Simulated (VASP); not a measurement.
Here is a VASP 6.6.1 calculation.

Contents of INCAR:

```
PREC = Accurate
ENCUT = 520
EDIFF = 1E-6
ISMEAR = -1
SIGMA = 0.1
LREAL = False
LASPH = True
NELM = 80
ALGO = Normal
ISIF = 2
LWAVE = False
LCHARG = False
GGA = CA
NBANDS = 18
```

File KPOINTS:

```
Automatic mesh
0
Gamma
  12 12 12
```

The input POSCAR:

```
Au
1.0
    0.0000000000      2.3927761841      2.3927761841
    2.3927761841      0.0000000000      2.3927761841
    2.3927761841      2.3927761841      0.0000000000
Au
2
Direct
   -0.1250000000     -0.1250000000     -0.1250000000
    0.1250000000      0.1250000000      0.1250000000
```

Potentials or basis: VASP PAW LDA potentials, release 64 (Au).

The run is started by

```bash
$ cat potpaw_LDA.64/Au/POTCAR > POTCAR
$ mpirun -np 1 vasp_std > vasp.out
```

Estimate the pressure.

289.6 GPa.

Predict the band gap on the k mesh.

zero (bands 11 and 12 overlap by 0.81 eV).

Caveat: the cell stands under pressure; spin-orbit coupling is left out, which moves the levels of the heavy elements.
